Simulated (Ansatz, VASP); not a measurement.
Two plane-wave programs on Cr

The input INCAR:

```
SYSTEM = Cr
AGGAC = 1.0 ; AGGAX = 1.0
ALDAC = 0.0 ; ALDAX = 1.0
ALGO = Normal ; EDIFF = 1E-6
ENCUT = 520 ; GGA = B5
ISIF = 2 ; ISMEAR = -1
ISPIN = 2 ; LASPH = .TRUE.
LCHARG = .FALSE. ; LMAXMIX = 4
LORBIT = 11 ; LREAL = .FALSE.
LWAVE = .FALSE. ; MAGMOM = 2.632 -2.632
NBANDS = 23 ; NELM = 150
PREC = Accurate ; SIGMA = 0.05
```

The input KPOINTS:

```
k-points
0
G
  11 11 11
  0 0 0
```

POSCAR

```
Cr
1.0
    0.0000000000      2.7793687707      2.7793687707
    2.7793687707      0.0000000000      2.7793687707
    2.7793687707      2.7793687707      0.0000000000
Cr
2
Direct
    0.1250000000      0.1250000000      0.1250000000
    0.8750000000      0.8750000000      0.8750000000
```

Input for Ansatz:

```yaml
crystal:
  lattice:
    - [0.0, 2.7793687707, 2.7793687707]
    - [2.7793687707, 0.0, 2.7793687707]
    - [2.7793687707, 2.7793687707, 0.0]
  atoms:
    - { symbol: Cr, position: [0.125, 0.125, 0.125], spin: 2.632 }
    - { symbol: Cr, position: [0.875, 0.875, 0.875], spin: -2.632 }
hamiltonian:
  xc: blyp
  pseudopotentials:
    kind: paw
    azcp:
      Cr: "pseudopotentials/Cr.paw.azcp"
basis:
  ecutwfc: 420
  fft_grid_basis: typed
kpoints:
  mp_grid: { grid: [11, 11, 11], shift: [0, 0, 0] }
magnetization:
  spin_polarized: true
scf:
  occupations: { method: fermi_dirac, width: 0.05 }
  lower_state_search: "off"
output:
  stress: true
```

Alike in both runs: task single point; functional BLYP; k mesh 11 × 11 × 11; occupations fermi-dirac, width 0.05 eV; collinear spin.

```csv
,VASP,Ansatz
version,VASP 6.6.1,Ansatz 0.2.0
potentials or method,"VASP PAW PBE potentials, release 64 (Cr_pv), cutoff 520 eV","plane waves (420 eV) with PAW, scalar-relativistic"
valence electrons in the cell,24,28
```

```tsv
	VASP	Ansatz	Ansatz less VASP
pressure (GPa)	-0.9	-1.1	-0.18
net moment per atom (μB)	0.00	0.00	0.000
size of the moment on the site where the two differ most (μB)	2.96	2.75	-0.214
```

VASP's potentials were made for PBE, not for BLYP. Site moments also hang on the region over which each program counts them. VASP's potentials hold 24 valence electrons a cell and Ansatz's 28, so a difference there can come from the potentials and not from the codes.
